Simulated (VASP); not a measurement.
# MgO (P6_3/mmc) in VASP: notebook

MgO is run at these levels: PBE; tasks: relaxation of shape and atoms at fixed volume, single point.

Program: VASP 6.6.1. These are calculated values, not measurements. Logs are shortened: lines on timing, memory, paths and dates and some standing lists are left out, and cuts for length are marked.

## (1) The cell of the first run

The structure is hexagonal, space group P6_3/mmc (No. 194). Conventional cell: a = 3.409 Å, b = 3.409 Å, c = 4.113 Å, α = 90.00°, β = 90.00°, γ = 120.00°. Within 2.6 Å of Mg (site symmetry -6m2) lie 5 O at 1.97 to 2.06 Å. O (site symmetry -6m2) has 5 Mg at 1.97 to 2.06 Å within 2.6 Å.

## (2) Relaxation of shape and atoms at fixed volume, PBE (volume scaled by 0.91)

Contents of INCAR:

```
  ALGO = Normal
  EDIFF = 1E-7
  EDIFFG = -0.01
  ENCUT = 600
  GGA = PE
  IBRION = 2
  ISIF = 4
  ISMEAR = 0
  LASPH = True
  LCHARG = False
  LREAL = False
  LWAVE = False
  NELM = 60
  NSW = 50
  PREC = Accurate
  SIGMA = 0.02
```

Contents of KPOINTS:

```
k-points
0
Gamma
  9 9 6
```

Contents of POSCAR:

```
MgO
1.0
    3.4092005834      0.0000000000      0.0000000000
   -1.7046002917      2.9524543118      0.0000000000
    0.0000000000      0.0000000000      4.1128370504
Mg O
2 2
Direct
    0.6666666667      0.3333333333      0.7500000000
    0.3333333333      0.6666666667      0.2500000000
    0.6666666667      0.3333333333      0.2500000000
    0.3333333333      0.6666666667      0.7500000000
```

Potentials or basis: VASP PAW PBE potentials, release 64 (Mg, O).

Run with:

```
cat potpaw_PBE.64/Mg/POTCAR potpaw_PBE.64/O/POTCAR > POTCAR
mpirun -np 1 vasp_std > vasp.out
```

OUTCAR:

```text
EDIFF = 1E-7
   EDIFFG = -0.01
   ENCUT = 600
   GGA = PE
   IBRION = 2
   ISIF = 4
   ISMEAR = 0
   LASPH = True
   LREAL = False
   NELM = 60
   NSW = 50
   PREC = Accurate

 ion  position               nearest neighbor table
   1  0.667  0.333  0.750-   4 1.97   4 1.97   4 1.97   3 2.06   3 2.06   2 2.85   2 2.85   2 2.85
                             2 2.85   2 2.85   2 2.85
   2  0.333  0.667  0.250-   3 1.97   3 1.97   3 1.97   4 2.06   4 2.06   1 2.85   1 2.85   1 2.85
                             1 2.85   1 2.85   1 2.85
   3  0.667  0.333  0.250-   2 1.97   2 1.97   2 1.97   1 2.06   1 2.06
   4  0.333  0.667  0.750-   1 1.97   1 1.97   1 1.97   2 2.06   2 2.06

  LATTYP: Found a hexagonal cell.
 ALAT       =     3.4092005834
 C/A-ratio  =     1.2063933904

  Lattice vectors:

 A1 = (   3.4092005834,   0.0000000000,   0.0000000000)
 A2 = (  -1.7046002917,   2.9524543118,   0.0000000000)
 A3 = (   0.0000000000,   0.0000000000,   4.1128370504)

Analysis of symmetry for initial positions (statically):
=====================================================================
 Subroutine PRICEL returns:
 Original cell was already a primitive cell.

 Routine SETGRP: Setting up the symmetry group for a
 hexagonal supercell.

 Subroutine GETGRP returns: Found 24 space group operations
 (whereof 12 operations were pure point group operations)
 out of a pool of 24 trial point group operations.

The static configuration has the point symmetry D_3d.
 The point group associated with its full space group is D_6h.

Analysis of symmetry for dynamics (positions and initial velocities):
=====================================================================
 Subroutine PRICEL returns:
 Original cell was already a primitive cell.

 Routine SETGRP: Setting up the symmetry group for a
 hexagonal supercell.

 Subroutine GETGRP returns: Found 24 space group operations
 (whereof 12 operations were pure point group operations)
 out of a pool of 24 trial point group operations.

The dynamic configuration has the point symmetry D_3d.
 The point group associated with its full space group is D_6h.

 Subroutine INISYM returns: Found 24 space group operations
 (whereof 12 operations are pure point group operations),
 and found     1 'primitive' translations

----------------------------------------------------------------------------------------

                                     Primitive cell

  volume of cell :      41.3978

  direct lattice vectors                    reciprocal lattice vectors
     3.409200583  0.000000000  0.000000000     0.293323897  0.169350631  0.000000000
    -1.704600292  2.952454312  0.000000000     0.000000000  0.338701262  0.000000000
     0.000000000  0.000000000  4.112837050     0.000000000  0.000000000  0.243141167

  length of vectors
     3.409200583  3.409200583  4.112837050     0.338701262  0.338701262  0.243141167

  position of ions in fractional coordinates (direct lattice)
     0.666666667  0.333333333  0.750000000
     0.333333333  0.666666667  0.250000000
     0.666666667  0.333333333  0.250000000
     0.333333333  0.666666667  0.750000000

  ion indices of the primitive-cell ions
   primitive index   ion index
                 1           1
                 2           2
                 3           3
                 4           4

----------------------------------------------------------------------------------------

 KPOINTS: k-points

Automatic generation of k-mesh.
 Grid dimensions read from file:
 generate k-points for:    9    9    6

 Generating k-lattice:

  Cartesian coordinates                     Fractional coordinates (reciprocal lattice)
     0.032591544  0.018816737  0.000000000     0.111111111  0.000000000  0.000000000
     0.000000000  0.037633474  0.000000000     0.000000000  0.111111111  0.000000000
     0.000000000  0.000000000  0.040523528     0.000000000  0.000000000  0.166666667

  Length of vectors
     0.037633474  0.037633474  0.040523528

  Shift w.r.t. Gamma in fractional coordinates (k-lattice)
     0.000000000  0.000000000  0.000000000

 Subroutine IBZKPT returns following result:
 ===========================================

 Found     48 irreducible k-points:

 Following reciprocal coordinates:
            Coordinates               Weight
  0.000000  0.000000  0.000000      1.000000
  0.111111  0.000000  0.000000      6.000000
  0.222222 -0.000000  0.000000      6.000000
  0.333333  0.000000  0.000000      6.000000
  0.444444 -0.000000  0.000000      6.000000
  0.111111  0.111111  0.000000      6.000000
[... 16 lines left out ...]
  0.333333  0.222222  0.166667     24.000000
  0.333333  0.333333  0.166667      4.000000
 [... further k-points ...]
   k-points           NKPTS =     48   k-points in BZ     NKDIM =     48   number of bands    NBANDS=     12
   number of dos      NEDOS =    301   number of ions     NIONS =      4
   total plane-waves  NPLWV =  28224
   dimension x,y,z NGX =    28 NGY =   28 NGZ =   36
   dimension x,y,z NGXF=    56 NGYF=   56 NGZF=   72
   ions per type =               2   2
   NGX,Y,Z   is equivalent  to a cutoff of  13.65, 13.65, 14.55 a.u.
   NGXF,Y,Z  is equivalent  to a cutoff of  27.31, 27.31, 29.10 a.u.
 SYSTEM =  unknown system
   PREC   = accura    normal or accurate (medium, high low for compatibility)
   ISTART =      0    job   : 0-new  1-cont  2-samecut
   ICHARG =      2    charge: 1-file 2-atom 10-const
   ISPIN  =      1    spin polarized calculation?
   LNONCOLLINEAR =      F non collinear calculations
   LSORBIT =      F    spin-orbit coupling
   LASPH  =      T    aspherical Exc in radial PAW
   ENCUT  =  600.0 eV  44.10 Ry    6.64 a.u.   6.81  6.81  8.21*2*pi/ulx,y,z
   NELM   =     60;   NELMIN=  2; NELMDL= -5     # of ELM steps
   EDIFF  = 0.1E-06   stopping-criterion for ELM
   LREAL  =      F    real-space projection
   EDIFFG = -.1E-01   stopping-criterion for IOM
   NSW    =     50    number of steps for IOM
   IBRION =      2    ionic relax: 0-MD 1-quasi-New 2-CG
   NFREE  =      1    steps in history (QN), initial steepest desc. (CG)
   ISIF   =      4    stress and relaxation
   ISYM   =      2    0-nonsym 1-usesym 2-fastsym
   POTIM  = 0.5000    time-step for ionic-motion
   TEBEG  =    0.0;   TEEND  =   0.0 temperature during run
   PSTRESS=    0.0 pullay stress
   NELECT =      16.0000    total number of electrons
   NUPDOWN=      -1.0000    fix difference up-down
   EMIN   =  10.00;   EMAX   =-10.00  energy-range for DOS
   EFERMI =   0.00;   METHOD = LEGACY
   ISMEAR =     0;   SIGMA  =   0.02  broadening in eV -4-tet -1-fermi 0-gaus
   EFERMI_NEDOS =   21; number of points for ismear=-14 and -15
   IALGO  =     38    algorithm
   IMIX   =      4    mixing-type and parameters
     AMIX     =   0.40;   BMIX     =  1.00
     AMIX_MAG =   1.60;   BMIX_MAG =  1.00
  volume/ion in A,a.u.               =      10.35        69.84
  Fermi-wavevector in a.u.,A,eV,Ry     =   1.192493  2.253485 19.348014  1.422039
  Thomas-Fermi vector in A             =   2.328530
   LORBIT       =      0    0 simple, 1 ext, 2 COOP (PROOUT), +10 PAW based schemes
   GGA     = PE    functional components
   LHFCALC =     F    Hartree Fock is set to
   AEXX    =    0.0000 exact exchange contribution
   IVDW    =     0    specifies the selected vdW correction
   LEPSILON=     F    determine dielectric tensor
   LRPA    =     F    only Hartree local field effects (RPA)
 conjugate gradient relaxation of ions
 non-spin polarized calculation
 Gauss-broadening in eV      SIGMA  =   0.02
  energy-cutoff  :      600.00
  volume of cell :       41.40
 maximum number of plane-waves:      1398
 NGX is ok and might be reduce to    28
   NGX = 13   NGY = 13   NGZ = 17

 number of electron      16.0000001 magnetization

 Free energy of the ion-electron system (eV)
  ---------------------------------------------------
  ext. energy  EPLUGINS =         0.00000000
  ---------------------------------------------------
  free energy    TOTEN  =       -23.52236596 eV

  energy without entropy =      -23.52236596  energy(sigma->0) =      -23.52236596

 E-fermi :   2.6058     XC(G=0): -10.3475

 val. band max:        2.4300491405   @ k =   0.0000   0.0000   0.0000
 cond. band min:       6.1782296832   @ k =   0.0000   0.0000   0.0000
 fundamental gap:      3.7481805427
 Fermi energy:         2.6058050801

 k-point     1 :       0.0000    0.0000    0.0000
  band No.  band energies     occupation
      1     -14.7965      2.00000
      2     -13.2461      2.00000
      3      -1.4592      2.00000
      4       0.5734      2.00000
      5       0.5734      2.00000
      6       1.5273      2.00000
      7       1.5273      2.00000
      8       2.4300      2.00000
      9       6.1782      0.00000
     10      12.3958      0.00000
     11      15.1175      0.00000
     12      15.4341      0.00000

 k-point     2 :       0.1111    0.0000    0.0000
  band No.  band energies     occupation
      1     -14.7281      2.00000
      2     -13.2559      2.00000
      3      -1.3569      2.00000
      4       0.3656      2.00000
      5       0.4721      2.00000
      6       1.2239      2.00000
      7       1.5914      2.00000
      8       2.3223      2.00000
      9       6.7155      0.00000
     10      12.7299      0.00000
     11      14.7108      0.00000
     12      14.8441      0.00000

 k-point     3 :       0.2222   -0.0000    0.0000
  band No.  band energies     occupation
      1     -14.5396      2.00000
      2     -13.2945      2.00000
      3      -1.0635      2.00000
      4      -0.2419      2.00000
      5       0.2621      2.00000
      6       0.7858      2.00000
      7       1.7075      2.00000
      8       2.0160      2.00000
      9       7.8580      0.00000
     10      13.2128      0.00000
     11      13.9483      0.00000
     12      14.0014      0.00000
[... 286 lines left out ...]
 k-point    23 :       0.3333    0.2222    0.1667
  band No.  band energies     occupation
      1     -13.8806      2.00000
      2     -13.5753      2.00000
      3      -1.3335      2.00000
      4      -0.6882      2.00000
      5      -0.2392      2.00000
      6       0.7910      2.00000
      7       1.2804      2.00000
      8       1.4654      2.00000
      9       9.8765      0.00000
     10      11.4948      0.00000
     11      13.2427      0.00000
     12      14.9341      0.00000

 k-point    24 :       0.3333    0.3333    0.1667
  band No.  band energies     occupation
      1     -13.7113      2.00000
      2     -13.7113      2.00000
      3      -1.3126      2.00000
      4      -0.5451      2.00000
      5      -0.5451      2.00000
      6       1.1554      2.00000
      7       1.1554      2.00000
      8       1.1699      2.00000
      9      10.0130      0.00000
     10      11.4329      0.00000
     11      13.9655      0.00000
     12      13.9655      0.00000

 [... further k-points ...]
[... 5 lines left out ...]
  --------------------------------------------------------------------------------------
  -------------------------------------------------------------------------------------
  Total        3.4951125      3.4951125      3.5029194      0.0000000      0.0000000      0.0000000
  in kB      135.2678229    135.2678229    135.5699637      0.0000000      0.0000000      0.0000000
  external PRESSURE =     135.3685365 kB  Pullay stress =       0.0000000 kB

 VOLUME and BASIS-vectors are now :
 -----------------------------------------------------------------------------
  energy-cutoff  :      600.00
  volume of cell :       41.40
      direct lattice vectors                 reciprocal lattice vectors
     3.409200583  0.000000000  0.000000000     0.293323897  0.169350631  0.000000000
    -1.704600292  2.952454312  0.000000000     0.000000000  0.338701262  0.000000000
     0.000000000  0.000000000  4.112837050     0.000000000  0.000000000  0.243141167

 POSITION                                       TOTAL-FORCE (eV/Angst)
 -----------------------------------------------------------------------------------
      1.70460      0.98415      3.08463         0.000000      0.000000      0.000000
     -0.00000      1.96830      1.02821        -0.000000      0.000000      0.000000
      1.70460      0.98415      1.02821        -0.000000      0.000000      0.000000
     -0.00000      1.96830      3.08463        -0.000000     -0.000000      0.000000
 -----------------------------------------------------------------------------------
    total drift:                               -0.000000      0.000000     -0.000000

  FREE ENERGIE OF THE ION-ELECTRON SYSTEM (eV)
  ---------------------------------------------------
  free  energy   TOTEN  =       -23.5223659611 eV

  energy  without entropy=      -23.5223659611  energy(sigma->0) =      -23.52236596

 reached required accuracy - stopping structural energy minimisation
```

Run time: 15 s. Hardware: 1 thread of Intel Xeon 6975P-C (Granite Rapids), shared host; peak memory 0.19 GiB.

Results:

| Quantity | Value |
| --- | --- |
| Free energy | -23.5224 eV |
| Pressure after relaxing | 13.5 GPa |
| Band gap on the k mesh | 3.75 eV, direct |

Final structure:
```
CELL_PARAMETERS angstrom
3.40920 0.00000 0.00000
-1.70460 2.95245 0.00000
0.00000 0.00000 4.11284
ATOMIC_POSITIONS crystal
Mg 0.66667 0.33333 0.75000
Mg 0.33333 0.66667 0.25000
O 0.66667 0.33333 0.25000
O 0.33333 0.66667 0.75000
```

Caveat: the cell differs from its parent crystal (volume scaled by 0.91); the relaxation stopped at its first step, so nothing moved.

## (3) Single point, PBE

This run uses another cell than the first one, of 10.54 Å³/atom, 1.019 times its volume.

Contents of INCAR:

```
SYSTEM = MgO
  PREC = Accurate
  ENCUT = 600
  EDIFF = 1E-6
  ISMEAR = 0
  SIGMA = 0.01
  LREAL = .FALSE.
  LASPH = .TRUE.
  NELM = 120
  ALGO = Normal
  ISIF = 2
  LWAVE = .FALSE.
  LCHARG = .FALSE.
  GGA = PE
  NBANDS = 16
  GGA_COMPAT = .FALSE.
```

Contents of KPOINTS:

```
Automatic mesh
0
G
  6 6 6
  0 0 0
```

Contents of POSCAR:

```
MgO
1.0
    3.4298373350      0.0000000000      0.0000000000
   -1.7149186675      2.9703262630      0.0000000000
    0.0000000000      0.0000000000      4.1394144914
Mg O
2 2
Direct
    0.6666666667      0.3333333333      0.7500000000
    0.3333333333      0.6666666667      0.2500000000
    0.6666666667      0.3333333333      0.2500000000
    0.3333333333      0.6666666667      0.7500000000
```

Potentials or basis: VASP PAW PBE potentials, release 64 (Mg, O).

Run with:

```
cat potpaw_PBE.64/Mg/POTCAR potpaw_PBE.64/O/POTCAR > POTCAR
mpirun -np 1 vasp_std > vasp.out
```

Wall time 8.6 s (1 thread of Intel Xeon 6975P-C (Granite Rapids), shared host); peak memory 0.18 GiB.

The run converged. Its results:

```
Free energy            : -23.5816 eV
Pressure               : 10.3 GPa
Band gap on the k mesh : 3.65 eV, direct
```

Stress tensor (GPa, compression positive):
```
10.34  0.00  0.00
 0.00 10.34  0.00
 0.00  0.00 10.16
```

Levels at points of the mesh, in eV from the valence-band top:
```
           k point  band 4  band 5  band 6  band 7  band 8  band 9  band 10  band 11  band 12  band 13
(0.00, 0.00, 0.00)   -1.82   -1.82   -0.88   -0.88    0.00    3.65     9.81    12.53    12.88    12.88
(0.50, 0.00, 0.00)   -2.49   -2.44   -2.06   -1.37   -0.57    7.13     9.51     9.94    12.62    13.14
(0.00, 0.00, 0.50)   -2.51   -1.37   -1.37   -1.37   -1.37    6.69     6.69    13.23    13.23    13.23
(0.50, 0.00, 0.50)   -4.04   -1.62   -1.62   -0.89   -0.89    7.47     7.47    12.44    12.44    14.47
```

## (4) Single point, PBE

This run uses another cell than the first one, of 10.96 Å³/atom, 1.059 times its volume.

Contents of INCAR:

```
SYSTEM = MgO
PREC = Accurate
ENCUT = 600
EDIFF = 1E-6
ISMEAR = 0
SIGMA = 0.01
LREAL = .FALSE.
LASPH = .TRUE.
NELM = 120
ALGO = Normal
ISIF = 2
LWAVE = .FALSE.
LCHARG = .FALSE.
GGA = PE
NBANDS = 16
GGA_COMPAT = .FALSE.
```

Contents of KPOINTS:

```
regular mesh
0
G
  6 6 6
  0 0 0
```

Contents of POSCAR:

```
MgO
1.0
    3.4755871125      0.0000000000      0.0000000000
   -1.7377935563      3.0099467325      0.0000000000
    0.0000000000      0.0000000000      4.1898226437
Mg O
2 2
Direct
    0.6666666667      0.3333333333      0.7500000000
    0.3333333333      0.6666666667      0.2500000000
    0.6666666667      0.3333333333      0.2500000000
    0.3333333333      0.6666666667      0.7500000000
```

Run with:

```
cat potpaw_PBE.64/Mg/POTCAR potpaw_PBE.64/O/POTCAR > POTCAR
mpirun -np 1 vasp_std > vasp.out
```

Run time: 9.4 s. Hardware: 1 thread of Intel Xeon 6975P-C (Granite Rapids), shared host; peak memory 0.18 GiB.

The run converged. Its results:

| Property | Result |
| --- | --- |
| Free energy | -23.6600 eV |
| Pressure | 4.3 GPa |
| Band gap on the k mesh | 3.45 eV, direct |

Stress tensor (GPa, compression positive):
```
4.35 0.00 0.00
0.00 4.35 0.00
0.00 0.00 4.19
```

Levels at points of the mesh, in eV from the valence-band top:
| k point | band 5 | band 6 | band 7 | band 8 | band 9 | band 10 | band 11 | band 12 |
| --- | --- | --- | --- | --- | --- | --- | --- | --- |
| (0.00, 0.00, 0.00) | -1.74 | -0.82 | -0.82 | 0.00 | 3.45 | 9.49 | 12.23 | 12.60 |
| (0.50, 0.00, 0.00) | -2.35 | -1.99 | -1.31 | -0.55 | 7.02 | 9.11 | 9.83 | 12.15 |
| (0.00, 0.00, 0.50) | -1.30 | -1.30 | -1.30 | -1.30 | 6.48 | 6.48 | 12.96 | 12.96 |
| (0.50, 0.00, 0.50) | -1.55 | -1.55 | -0.83 | -0.83 | 7.33 | 7.33 | 12.00 | 12.00 |

## (5) Overview

| task | cell | k mesh | smearing | gap on the mesh (eV) | pressure (GPa) |
| --- | --- | --- | --- | --- | --- |
| relaxation of shape and atoms at fixed volume | relaxed from a = 3.409, b = 3.409, c = 4.113 Å, angles 90.0, 90.0, 120.0°, 4 atoms | 9 × 9 × 6 | gaussian 0.02 eV | 3.75 | 13.5 |
| single point | a = 3.430, b = 3.430, c = 4.139 Å, angles 90.0, 90.0, 120.0°, 4 atoms | 6 × 6 × 6 | gaussian 0.01 eV | 3.65 | 10.3 |
| single point | a = 3.476, b = 3.476, c = 4.190 Å, angles 90.0, 90.0, 120.0°, 4 atoms | 6 × 6 × 6 | gaussian 0.01 eV | 3.45 | 4.3 |

Alike in all rows: level PBE; potentials or basis VASP PAW PBE potentials, release 64 (Mg, O); no spin polarisation; cutoff (eV) 600.

Caveats: the relaxation stopped at its first step, so nothing moved (some runs).

Total energies depend on the potentials used, so only differences within one code and one set of settings carry meaning.
